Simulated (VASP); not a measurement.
## AlN: relaxation of cell and atoms with r2SCAN

AlN:

```xyz
2
Lattice="0.0000 2.1849 2.1849 2.1849 0.0000 2.1849 2.1849 2.1849 0.0000" Properties=species:S:1:pos:R:3 pbc="T T T"
Al    0.0000    0.0000    0.0000
N     1.0924    1.0924    1.0924
```

* Program: VASP 6.6.1
* Task: relaxation of cell and atoms
* Functional: r2SCAN
* Potentials or basis: VASP PAW PBE potentials, release 64 (Al, N)
* Cutoff: 600 eV
* k mesh: 8 × 8 × 8
* Occupations: gaussian, width 0.01 eV
* Spin: no spin polarisation
* Target pressure: 10 GPa
* Dipole correction: no
* Further INCAR settings: ALGO = Normal; EDIFF = 1e-06; IBRION = 2; EDIFFG = -0.002; NSW = 100; ISIF = 3

- Relaxed volume: 9.97 Å³/atom
- Relaxed cell: a = 3.044 Å, b = 3.044 Å, c = 3.044 Å, α = 60.00°, β = 60.00°, γ = 60.00°
- Space group after relaxing (to 0.05 Å): F-43m (No. 216)
- Energy change on relaxing (the enthalpy is what falls): +13.4 meV/atom
- Ionic steps: 4
- Pressure after relaxing: 10.0 GPa
- Band gap on the k mesh: 3.97 eV, indirect (least direct gap 5.31 eV)

The path:
```tsv
step	energy change (eV)	largest force (eV/Å)	pressure (GPa)	volume (Å³)
1	0.0000	0.0000	-0.34	20.86
2	0.1400	0.0000	25.00	18.89
3	0.0258	0.0000	9.78	19.96
4	0.0269	0.0000	10.00	19.94
```

Final structure:
```cif
data_structure
_symmetry_space_group_name_H-M 'P 1'
_symmetry_Int_Tables_number 1
_cell_length_a 3.0440
_cell_length_b 3.0440
_cell_length_c 3.0440
_cell_angle_alpha 60.000
_cell_angle_beta 60.000
_cell_angle_gamma 60.000
_cell_volume 19.94
loop_
_atom_site_label
_atom_site_type_symbol
_atom_site_fract_x
_atom_site_fract_y
_atom_site_fract_z
_atom_site_occupancy
Al1 Al 0.00000 0.00000 0.00000 1
N1 N 0.25000 0.25000 0.25000 1
```

Levels at points of the mesh, in eV from the valence-band top:
```tsv
k point	band 2	band 3	band 4	band 5	band 6	band 7
(0.00, 0.00, 0.00)	0.00	0.00	0.00	5.31	13.98	13.98
(0.50, 0.00, 0.00)	-6.08	-0.49	-0.49	8.63	11.15	12.23
(0.50, 0.50, 0.00)	-5.09	-1.85	-1.85	3.97	9.76	15.84
```

Wall time 3.2 min on 1 thread of AMD EPYC 7R43 64-Core Processor (Zen 3), on a shared host, peak memory 0.13 GiB.

Caveat: the cell is relaxed towards a set pressure, so the enthalpy falls and the energy may rise; the PAW data sets were made with another functional, which shifts forces and pressure a little. A k mesh can miss the band edges.
